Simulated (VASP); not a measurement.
# InGa3As4: relaxation of cell and atoms with PBE

InGa3As4:

```
In Ga As
1.0
     5.85778    0.00000    0.00000
     0.00000    5.85778    0.00000
     0.00000    0.00000    5.85778
In Ga As
1 3 4
Direct
  0.00000 0.00000 0.00000
  0.50000 0.00000 0.50000
  0.50000 0.50000 0.00000
  0.00000 0.50000 0.50000
  0.25937 0.74063 0.74063
  0.25937 0.25937 0.25937
  0.74063 0.74063 0.25937
  0.74063 0.25937 0.74063
```

| Property | Result |
| --- | --- |
| Program | VASP 6.6.1 |
| Task | relaxation of cell and atoms |
| Functional | PBE |
| Potentials or basis | VASP PAW PBE potentials, release 64 (In_d, Ga_d, As) |
| Cutoff | 600 eV |
| k mesh | 6 × 6 × 6 |
| Occupations | gaussian, width 0.1 eV |
| Spin | no spin polarisation |
| Dipole correction | no |
| Further INCAR settings | ALGO = Normal; EDIFF = 1e-07; IBRION = 2; EDIFFG = -0.01; NSW = 100; ISIF = 3 |

The relaxed volume is 25.22 Å³/atom, the relaxed cell is a = 5.865 Å, b = 5.865 Å, c = 5.865 Å, α = 90.00°, β = 90.00°, γ = 90.00° and the space group after relaxing (to 0.05 Å) is P-43m (No. 215). The energy gained by relaxing is 0.0 meV/atom. The ionic steps are 2. The pressure after relaxing is 0.0 GPa, the largest force after relaxing is 0.010 eV/Å and the band gap on the k mesh is zero (filled and empty bands touch).

Forces on the atoms (eV/Å):
```
In   0.000  0.000  0.000
Ga   0.000  0.000  0.000
Ga   0.000  0.000  0.000
Ga   0.000  0.000  0.000
As  -0.006  0.006  0.006
As  -0.006 -0.006 -0.006
As   0.006  0.006 -0.006
As   0.006 -0.006  0.006
```

Step by step:
```csv
step,energy change (eV),largest force (eV/Å),pressure (GPa),volume (Å³)
1,0.0000,0.0156,0.16,201.00
2,-0.0003,0.0096,-0.03,201.72
```

Final structure:
```yaml
crystal:
  lattice:
    - [5.86479, 0.00000, 0.00000]
    - [0.00000, 5.86479, 0.00000]
    - [0.00000, 0.00000, 5.86479]
  atoms:
    - { symbol: In, position: [0.00000, 0.00000, 0.00000] }
    - { symbol: Ga, position: [0.50000, 0.00000, 0.50000] }
    - { symbol: Ga, position: [0.50000, 0.50000, 0.00000] }
    - { symbol: Ga, position: [0.00000, 0.50000, 0.50000] }
    - { symbol: As, position: [0.25929, 0.74071, 0.74071] }
    - { symbol: As, position: [0.25929, 0.25929, 0.25929] }
    - { symbol: As, position: [0.74071, 0.74071, 0.25929] }
    - { symbol: As, position: [0.74071, 0.25929, 0.74071] }
```

Levels at points of the mesh, in eV from the Fermi level:
```
           k point  band 34  band 35  band 36  band 37  band 38  band 39
(0.00, 0.00, 0.00)    -0.21    -0.05    -0.05    -0.05     1.55     1.55
(0.50, 0.00, 0.00)    -1.69    -1.35    -1.35     1.95     2.03     2.81
(0.50, 0.50, 0.00)    -1.13    -0.97    -0.97     2.23     2.23     2.74
(0.50, 0.50, 0.50)    -0.82    -0.82    -0.82     0.64     0.64     0.64
```

It took 13 min on 1 thread of AMD EPYC 7R13, on a shared host, peak memory 0.44 GiB.

Caveat: spin-orbit coupling is left out, which moves the levels of the heavy elements.
